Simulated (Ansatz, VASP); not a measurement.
BN: VASP beside Ansatz

```
CELL_PARAMETERS angstrom
0.00000 1.84733 1.84733
1.84733 0.00000 1.84733
1.84733 1.84733 0.00000
ATOMIC_POSITIONS crystal
B 0.00000 0.00000 0.00000
N 0.75000 0.75000 0.75000
```

Alike in both runs: task single point; functional BLYP; k mesh 12 × 12 × 12; occupations gaussian, width 0.05 eV; no spin polarisation.

|  | VASP | Ansatz |
| --- | --- | --- |
| version | VASP 6.6.1 | Ansatz 0.2.0 |
| potentials or method | VASP PAW PBE potentials, release 64 (B, N), cutoff 600 eV | scalar-relativistic, plane waves, PAW |
| valence electrons in the cell | 8 | 8 |

|  | VASP | Ansatz | Ansatz less VASP |
| --- | --- | --- | --- |
| gap on the k mesh at the Fermi level (eV) | 4.78 | 4.78 | -0.006 |
| least direct gap on the mesh (eV) | 8.61 | 8.60 | -0.009 |
| pressure (GPa) | -13.3 | -12.8 | +0.49 |

VASP's potentials were made for PBE, not for BLYP. The functional is the same, so the differences come from potentials, cutoffs and numerics.
